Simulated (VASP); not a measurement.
# CdSe (Fm-3m) in VASP: further runs

The runs below take CdSe through relaxation of cell and atoms, single point, with RPBE+D3(BJ), BLYP, PBE, revPBE.

Program: VASP 6.6.1. These are calculated values, not measurements. Logs are shortened: lines on timing, memory, paths and dates and some standing lists are left out, and cuts for length are marked.

## Step 1: The cell of the first run

It takes space group Fm-3m (No. 225, cubic). Conventional cell: a = 5.748 Å, b = 5.748 Å, c = 5.748 Å, α = 90.00°, β = 90.00°, γ = 90.00°. Within 3.8 Å of Cd (site symmetry m-3m) lie 6 Se at 2.87 Å. Se (site symmetry m-3m) has 6 Cd at 2.87 Å within 3.8 Å.

## Step 2: Relaxation of cell and atoms, RPBE+D3(BJ)

INCAR

```
SYSTEM = CdSe
PREC     = Accurate       ! precision mode
ENCUT    = 600            ! plane-wave cutoff, eV
EDIFF    = 1E-7           ! SCF threshold, eV
ISMEAR   = -1             ! smearing method
SIGMA    = 0.05           ! smearing width, eV
LREAL    = .False.        ! projectors in reciprocal space
LASPH    = .True.         ! aspherical terms in the spheres
NELM     = 100            ! most SCF steps
ALGO     = Normal         ! electronic algorithm
ISIF     = 3              ! what is computed and relaxed
LWAVE    = .False.        ! write WAVECAR
LCHARG   = .False.        ! write CHGCAR
GGA      = RP             ! functional
IVDW     = 12             ! dispersion correction
IBRION   = 2              ! ionic algorithm
NSW      = 60             ! ionic steps
EDIFFG   = -0.01          ! ionic threshold
```

KPOINTS

```
Automatic mesh
0
Gamma
  8 8 8
  0 0 0
```

POSCAR

```
CdSe
1.0
    0.0000000000      2.8739580000      2.8739580000
    2.8739580000      0.0000000000      2.8739580000
    2.8739580000      2.8739580000      0.0000000000
Cd Se
1 1
Direct
    0.0000000000      0.0000000000      0.0000000000
    0.5000000000      0.5000000000      0.5000000000
```

Potentials or basis: VASP PAW PBE potentials, release 64 (Cd, Se).

Started as:

```bash
$ cat potpaw_PBE.64/Cd/POTCAR potpaw_PBE.64/Se/POTCAR > POTCAR
$ mpirun -np 1 vasp_std > vasp.out
```

OUTCAR:

```text
SYSTEM = CdSe
   PREC = Accurate
   ENCUT = 600
   EDIFF = 1E-7
   ISMEAR = -1
   LREAL = .False.
   LASPH = .True.
   NELM = 100
   ISIF = 3
   GGA = RP
   IVDW = 12
   IBRION = 2
   NSW = 60
   EDIFFG = -0.01
 IVDW          = 12

 ion  position               nearest neighbor table
   1  0.000  0.000  0.000-   2 2.87   2 2.87   2 2.87   2 2.87   2 2.87   2 2.87
   2  0.500  0.500  0.500-   1 2.87   1 2.87   1 2.87   1 2.87   1 2.87   1 2.87

  LATTYP: Found a face centered cubic cell.
 ALAT       =     5.7479160000

  Lattice vectors:

 A1 = (   0.0000000000,   2.8739580000,   2.8739580000)
 A2 = (   2.8739580000,   0.0000000000,   2.8739580000)
 A3 = (   2.8739580000,   2.8739580000,   0.0000000000)

Analysis of symmetry for initial positions (statically):
=====================================================================
 Subroutine PRICEL returns:
 Original cell was already a primitive cell.

 Routine SETGRP: Setting up the symmetry group for a
 face centered cubic supercell.

 Subroutine GETGRP returns: Found 48 space group operations
 (whereof 48 operations were pure point group operations)
 out of a pool of 48 trial point group operations.

The static configuration has the point symmetry O_h .

Analysis of symmetry for dynamics (positions and initial velocities):
=====================================================================
 Subroutine PRICEL returns:
 Original cell was already a primitive cell.

 Routine SETGRP: Setting up the symmetry group for a
 face centered cubic supercell.

 Subroutine GETGRP returns: Found 48 space group operations
 (whereof 48 operations were pure point group operations)
 out of a pool of 48 trial point group operations.

The dynamic configuration has the point symmetry O_h .

 Subroutine INISYM returns: Found 48 space group operations
 (whereof 48 operations are pure point group operations),
 and found     1 'primitive' translations

----------------------------------------------------------------------------------------

                                     Primitive cell

  volume of cell :      47.4757

  direct lattice vectors                    reciprocal lattice vectors
     0.000000000  2.873958000  2.873958000    -0.173976098  0.173976098  0.173976098
     2.873958000  0.000000000  2.873958000     0.173976098 -0.173976098  0.173976098
     2.873958000  2.873958000  0.000000000     0.173976098  0.173976098 -0.173976098

  length of vectors
     4.064390381  4.064390381  4.064390381     0.301335442  0.301335442  0.301335442

  position of ions in fractional coordinates (direct lattice)
     0.000000000  0.000000000  0.000000000
     0.500000000  0.500000000  0.500000000

  ion indices of the primitive-cell ions
   primitive index   ion index
                 1           1
                 2           2

----------------------------------------------------------------------------------------

 KPOINTS: Automatic mesh

Automatic generation of k-mesh.
 Grid dimensions read from file:
 generate k-points for:    8    8    8

 Generating k-lattice:

  Cartesian coordinates                     Fractional coordinates (reciprocal lattice)
    -0.021747012  0.021747012  0.021747012     0.125000000  0.000000000  0.000000000
     0.021747012 -0.021747012  0.021747012     0.000000000  0.125000000  0.000000000
     0.021747012  0.021747012 -0.021747012     0.000000000  0.000000000  0.125000000

  Length of vectors
     0.037666930  0.037666930  0.037666930

  Shift w.r.t. Gamma in fractional coordinates (k-lattice)
     0.000000000  0.000000000  0.000000000

 Subroutine IBZKPT returns following result:
 ===========================================

 Found     29 irreducible k-points:

 Following reciprocal coordinates:
            Coordinates               Weight
  0.000000  0.000000  0.000000      1.000000
  0.125000  0.000000  0.000000      8.000000
  0.250000  0.000000  0.000000      8.000000
  0.375000  0.000000  0.000000      8.000000
  0.500000  0.000000  0.000000      4.000000
  0.125000  0.125000  0.000000      6.000000
[... 16 lines left out ...]
  0.500000  0.250000  0.125000     48.000000
 -0.375000  0.250000  0.125000     24.000000
 [... further k-points ...]
   k-points           NKPTS =     29   k-points in BZ     NKDIM =     29   number of bands    NBANDS=     13
   number of dos      NEDOS =    301   number of ions     NIONS =      2
   total plane-waves  NPLWV =  32768
   dimension x,y,z NGX =    32 NGY =   32 NGZ =   32
   dimension x,y,z NGXF=    64 NGYF=   64 NGZF=   64
   ions per type =               1   1
   NGX,Y,Z   is equivalent  to a cutoff of  13.09, 13.09, 13.09 a.u.
   NGXF,Y,Z  is equivalent  to a cutoff of  26.18, 26.18, 26.18 a.u.
 SYSTEM =  CdSe
   PREC   = accura    normal or accurate (medium, high low for compatibility)
   ISTART =      0    job   : 0-new  1-cont  2-samecut
   ICHARG =      2    charge: 1-file 2-atom 10-const
   ISPIN  =      1    spin polarized calculation?
[... 41 lines left out ...]
   NGX = 17   NGY = 17   NGZ = 17

--------------------------------------- Ionic step        1  -------------------------------------------

 number of electron      17.9999995 magnetization

 Free energy of the ion-electron system (eV)
  ---------------------------------------------------
  ext. energy  EPLUGINS =         0.00000000
  ---------------------------------------------------
  free energy    TOTEN  =        -4.48456800 eV

  energy without entropy =       -4.48219081  energy(sigma->0) =       -4.48337940

 E-fermi :   2.4728     XC(G=0):  -9.8542

 val. band max:        2.3582441924   @ k =  -0.2500   0.1250   0.0000
 cond. band min:       2.5863619716   @ k =   0.0000   0.0000   0.0000
 fundamental gap:      0.2281177792
 Fermi energy:         2.4727603761

 k-point     1 :       0.0000    0.0000    0.0000
  band No.  band energies     occupation
      1     -10.4667      2.00000
      2      -5.5602      2.00000
      3      -5.5602      2.00000
      4      -5.5459      2.00000
      5      -5.5459      2.00000
      6      -5.5459      2.00000
      7       1.7775      2.00000
      8       1.7775      2.00000
      9       1.7775      2.00000
     10       2.5864      0.18693
     11      11.0423      0.00000
     12      11.0423      0.00000
     13      11.0423      0.00000
[... 354 lines left out ...]
  band No.  band energies     occupation
      1      -9.5775      2.00000
      2      -5.7144      2.00000
      3      -5.5923      2.00000
      4      -5.5727      2.00000
      5      -5.4020      2.00000
      6      -5.3388      2.00000
      7      -2.0772      2.00000
      8       0.5154      2.00000
      9       1.3814      2.00000
     10       5.7386      0.00000
     11       7.0362      0.00000
     12       9.2989      0.00000
     13      10.2471      0.00000

 [... further k-points ...]

------------------------ aborting loop because EDIFF is reached ----------------------------------------

 Edisp (eV)   -3.16726

 E8    (eV) :    -1.9646
[... 31 lines left out ...]
--------------------------------------- Ionic step        2  -------------------------------------------

 number of electron      17.9999999 magnetization

 E-fermi :   5.5723     XC(G=0): -11.3562

 val. band max:        5.4796423221   @ k =   0.5000   0.0000   0.0000
 cond. band min:       5.7670115081   @ k =   0.3750   0.3750   0.0000
 fundamental gap:      0.2873691860
 Fermi energy:         5.5722800975

 k-point     1 :       0.0000    0.0000    0.0000
  band No.  band energies     occupation
      1      -9.7020      2.00000
      2      -3.4149      2.00000
      3      -3.4149      2.00000
      4      -3.3974      2.00000
      5      -3.3974      2.00000
      6      -3.3974      2.00000
      7       4.2549      2.00000
      8       4.2549      2.00000
      9       4.2549      2.00000
     10       7.0820      0.00000
     11      14.2495      0.00000
     12      14.2495      0.00000
     13      14.2495      0.00000
[... 354 lines left out ...]
  band No.  band energies     occupation
      1      -8.0364      2.00000
      2      -3.8463      2.00000
      3      -3.6816      2.00000
      4      -3.5585      2.00000
      5      -3.0646      2.00000
      6      -2.9248      2.00000
      7      -0.6570      2.00000
      8       2.7038      2.00000
      9       3.8335      2.00000
     10       9.5000      0.00000
     11      10.0890      0.00000
     12      13.0269      0.00000
     13      14.4080      0.00000

 [... further k-points ...]

------------------------ aborting loop because EDIFF is reached ----------------------------------------

 Edisp (eV)   -4.64623

 E8    (eV) :    -2.9178
[... 151 lines left out ...]
--------------------------------------- Ionic step        6  -------------------------------------------

 number of electron      18.0000001 magnetization

 Free energy of the ion-electron system (eV)
  ---------------------------------------------------
  ext. energy  EPLUGINS =         0.00000000
  ---------------------------------------------------
  free energy    TOTEN  =        -3.94539243 eV

  energy without entropy =       -3.94320531  energy(sigma->0) =       -3.94429887

 E-fermi :   4.4184     XC(G=0): -10.8453

 val. band max:        4.3020186422   @ k =   0.5000   0.0000   0.0000
 cond. band min:       4.7055182690   @ k =   0.3750   0.3750   0.0000
 fundamental gap:      0.4034996269
 Fermi energy:         4.4184088297

 k-point     1 :       0.0000    0.0000    0.0000
  band No.  band energies     occupation
      1      -9.9511      2.00000
      2      -4.1479      2.00000
      3      -4.1479      2.00000
      4      -4.1288      2.00000
      5      -4.1288      2.00000
      6      -4.1288      2.00000
      7       3.3474      2.00000
      8       3.3474      2.00000
      9       3.3474      2.00000
     10       5.3975      0.00000
     11      13.0801      0.00000
     12      13.0801      0.00000
     13      13.0801      0.00000
[... 354 lines left out ...]
  band No.  band energies     occupation
      1      -8.5738      2.00000
      2      -4.4570      2.00000
      3      -4.3031      2.00000
      4      -4.2277      2.00000
      5      -3.8737      2.00000
      6      -3.7652      2.00000
      7      -1.2218      2.00000
      8       1.8695      2.00000
      9       2.9285      2.00000
     10       8.1558      0.00000
     11       8.9971      0.00000
     12      11.6835      0.00000
     13      12.9417      0.00000

 [... further k-points ...]

------------------------ aborting loop because EDIFF is reached ----------------------------------------

 Edisp (eV)   -4.11700

 E8    (eV) :    -2.5782
[... 25 lines left out ...]
  FREE ENERGIE OF THE ION-ELECTRON SYSTEM (eV)
  ---------------------------------------------------
  free  energy   TOTEN  =        -8.0623926466 eV

  energy  without entropy=       -8.0602055278  energy(sigma->0) =       -8.06129909

 reached required accuracy - stopping structural energy minimisation
```

It took 2.3 min on 1 thread of AMD EPYC 7R13, shared host; peak memory 0.19 GiB.

Results:

```yaml
Free_energy: -8.0624 eV
Relaxed_volume: 19.53 Å³/atom
Relaxed_cell: a = 3.809 Å, b = 3.809 Å, c = 3.809 Å, α = 60.00°, β = 60.00°, γ = 60.00°
Space_group_after_relaxing_to_0.05_Å: Fm-3m (No. 225)
Energy_gained_by_relaxing: 205.3 meV/atom
Ionic_steps: 6
Pressure_after_relaxing: 0.0 GPa
Band_gap_on_the_k_mesh: zero (band 9 reaches 4.30 eV, above the bottom of band 10 at 3.88 eV)
Dispersion_energy_per_atom: -2.058 eV
```

The path:
| step | energy change (eV) | largest force (eV/Å) | pressure (GPa) | volume (Å³) |
| --- | --- | --- | --- | --- |
| 1 | 0.0000 | 0.0000 | -12.94 | 47.48 |
| 2 | -0.2806 | 0.0000 | 12.73 | 35.48 |
| 3 | -0.4105 | 0.0000 | -0.13 | 39.12 |
| 4 | -0.4105 | 0.0000 | 0.29 | 38.96 |
| 5 | -0.4105 | 0.0000 | -0.22 | 39.15 |
| 6 | -0.4106 | 0.0000 | 0.01 | 39.06 |

Final structure:
```
CELL_PARAMETERS angstrom
0.00000 2.69305 2.69305
2.69305 0.00000 2.69305
2.69305 2.69305 0.00000
ATOMIC_POSITIONS crystal
Cd 0.00000 0.00000 0.00000
Se 0.50000 0.50000 0.50000
```

Levels at points of the mesh, in eV from the Fermi level:
| k point | band 5 | band 6 | band 7 | band 8 | band 9 | band 10 | band 11 | band 12 | band 13 |
| --- | --- | --- | --- | --- | --- | --- | --- | --- | --- |
| (0.00, 0.00, 0.00) | -8.55 | -8.55 | -1.07 | -1.07 | -1.07 | 0.98 | 8.66 | 8.66 | 8.66 |
| (0.50, 0.00, 0.00) | -8.31 | -8.31 | -6.02 | -0.12 | -0.12 | 2.83 | 5.10 | 5.10 | 7.47 |
| (0.50, 0.50, 0.00) | -8.22 | -7.35 | -5.54 | -2.96 | -2.96 | -0.54 | 5.08 | 11.14 | 11.75 |

Caveat: the volume moved by over 15 % at a fixed basis, so the end points are rough; the PAW data sets were made with another functional, which shifts forces and pressure a little; pairwise dispersion overbinds metals, which lowers pressure and volume.

## Step 3: Single point, BLYP

INCAR

```
SYSTEM = CdSe
PREC     = Accurate       ! precision mode
ENCUT    = 520            ! plane-wave cutoff, eV
EDIFF    = 1E-7           ! SCF threshold, eV
ISMEAR   = -1             ! smearing method
SIGMA    = 0.05           ! smearing width, eV
LREAL    = .FALSE.        ! projectors in reciprocal space
LASPH    = .TRUE.         ! aspherical terms in the spheres
NELM     = 80             ! most SCF steps
ALGO     = Normal         ! electronic algorithm
ISIF     = 2              ! what is computed and relaxed
LWAVE    = .FALSE.        ! write WAVECAR
LCHARG   = .TRUE.         ! write CHGCAR
GGA      = B5             ! functional
ALDAX    = 1.0          
AGGAX    = 1.0          
AGGAC    = 1.0          
ALDAC    = 0.0          
LELF     = .TRUE.         ! ELF
LVHAR    = .TRUE.       
NBANDS   = 16             ! bands
```

KPOINTS

```
Automatic mesh
0
G
  8 8 8
  0 0 0
```

POSCAR is that of step 2.

Potentials or basis: VASP PAW PBE potentials, release 64 (Cd, Se).

Started as:

```bash
$ cat potpaw_PBE.64/Cd/POTCAR potpaw_PBE.64/Se/POTCAR > POTCAR
$ mpirun -np 1 vasp_std > vasp.out
```

It took 47 s on 1 thread of AMD EPYC 7R13, shared host; peak memory 0.15 GiB.

It converged, with:

* Free energy: -4.0605 eV
* Pressure: 4.2 GPa
* Band gap on the k mesh: zero (band 9 reaches 2.67 eV, above the bottom of band 10 at 2.15 eV)

Levels at points of the mesh, in eV from the Fermi level:
```
           k point  band 5  band 6  band 7  band 8  band 9  band 10  band 11  band 12  band 13  band 14
(0.00, 0.00, 0.00)   -8.08   -8.08   -0.70   -0.70   -0.70    -0.03     8.79     8.79     8.79     9.60
(0.50, 0.00, 0.00)   -7.95   -7.95   -4.99   -0.13   -0.13     3.15     5.24     5.24     5.67    11.54
(0.50, 0.50, 0.00)   -7.90   -7.42   -4.05   -2.10   -2.10    -0.62     5.73     9.73    10.17    10.17
```

Caveat: the PAW data sets were made with another functional, which shifts forces and pressure a little.

## Step 4: Single point, PBE

INCAR

```
SYSTEM = CdSe
PREC = Accurate
ENCUT = 520
EDIFF = 1E-6
ISMEAR = 0
SIGMA = 0.012
LREAL = .False.
LASPH = .True.
NELM = 100
ALGO = Normal
ISIF = 2
LWAVE = .False.
LCHARG = .False.
GGA = PE
NBANDS = 16
```

KPOINTS

```
regular mesh
0
Gamma
  8 8 8
  0 0 0
```

POSCAR is that of step 3.

Started as:

```bash
$ cat potpaw_PBE.64/Cd/POTCAR potpaw_PBE.64/Se/POTCAR > POTCAR
$ mpirun -np 1 vasp_std > vasp.out
```

It took 34 s on 1 thread of AMD EPYC 7R13, shared host; peak memory 0.15 GiB.

It converged, with:

* Free energy: -5.2037 eV
* Pressure: 0.0 GPa
* Band gap on the k mesh: zero (band 9 reaches 2.25 eV, above the bottom of band 10 at 1.81 eV)

Levels at points of the mesh, in eV from the Fermi level:
```
           k point  band 5  band 6  band 7  band 8  band 9  band 10  band 11  band 12  band 13  band 14
(0.00, 0.00, 0.00)   -7.90   -7.90   -0.60   -0.60   -0.60     0.08     8.65     8.65     8.65     9.76
(0.50, 0.00, 0.00)   -7.77   -7.77   -4.92   -0.04   -0.04     3.03     5.27     5.27     5.91    11.23
(0.50, 0.50, 0.00)   -7.72   -7.24   -4.07   -2.04   -2.04    -0.45     5.47     9.71    10.30    10.30
```

## Step 5: Single point, revPBE

This run uses another cell than the first one, of 24.30 Å³/atom, 1.024 times its volume.

INCAR

```
SYSTEM = CdSe
  ALGO = Normal
  EDIFF = 1E-6
  ENCUT = 520
  GGA = RE
  ISIF = 2
  ISMEAR = -1
  LASPH = .TRUE.
  LCHARG = .FALSE.
  LREAL = .FALSE.
  LWAVE = .FALSE.
  NBANDS = 16
  NELM = 100
  PREC = Accurate
  SIGMA = 0.05
```

KPOINTS

```
k-points
0
G
  8 8 8
  0 0 0
```

POSCAR

```
CdSe
1.0
    0.0000000000      2.8965265194      2.8965265194
    2.8965265194      0.0000000000      2.8965265194
    2.8965265194      2.8965265194      0.0000000000
Cd Se
1 1
Direct
    0.0000000000      0.0000000000      0.0000000000
    0.5000000000      0.5000000000      0.5000000000
```

Started as:

```bash
$ cat potpaw_PBE.64/Cd/POTCAR potpaw_PBE.64/Se/POTCAR > POTCAR
$ mpirun -np 1 vasp_std > vasp.out
```

Wall time 39 s (1 thread of AMD EPYC 7R13, shared host); peak memory 0.15 GiB.

Results (log left out):

```
Free energy            : -4.5889 eV
Pressure               : 0.3 GPa
Band gap on the k mesh : zero (band 9 reaches 2.13 eV, above the bottom of band 10 at 1.77 eV)
```

Levels at points of the mesh, in eV from the Fermi level:
```tsv
k point	band 6	band 7	band 8	band 9	band 10	band 11	band 12	band 13
(0.00, 0.00, 0.00)	-7.97	-0.66	-0.66	-0.66	0.00	8.55	8.55	8.55
(0.50, 0.00, 0.00)	-7.84	-4.87	-0.14	-0.14	3.03	5.24	5.24	5.70
(0.50, 0.50, 0.00)	-7.35	-3.99	-2.04	-2.04	-0.46	5.46	9.53	10.12
```

Caveat: the PAW data sets were made with another functional, which shifts forces and pressure a little.

## Step 6: Summary

```tsv
task	level	cell	cutoff (eV)	smearing	gap on the mesh (eV)	pressure (GPa)
relaxation of cell and atoms	RPBE+D3(BJ)	relaxed from a = 4.064 Å, angles 60.0°, 2 atoms	600	fermi-dirac 0.05 eV	none	0.0
single point	BLYP	a = 4.064 Å, angles 60.0°, 2 atoms	520	fermi-dirac 0.05 eV	none	4.2
single point	PBE	a = 4.064 Å, angles 60.0°, 2 atoms	520	gaussian 0.012 eV	none	0.0
single point	revPBE	a = 4.096 Å, angles 60.0°, 2 atoms	520	fermi-dirac 0.05 eV	none	0.3
```

Alike in all rows: potentials or basis VASP PAW PBE potentials, release 64 (Cd, Se); no spin polarisation; k mesh 8 × 8 × 8.

Caveats: the PAW data sets were made with another functional, which shifts forces and pressure a little (some runs); the volume moved by over 15 % at a fixed basis, so the end points are rough (some runs); pairwise dispersion overbinds metals, which lowers pressure and volume (some runs).

Absolute energies hang on the potentials; compare differences alone.
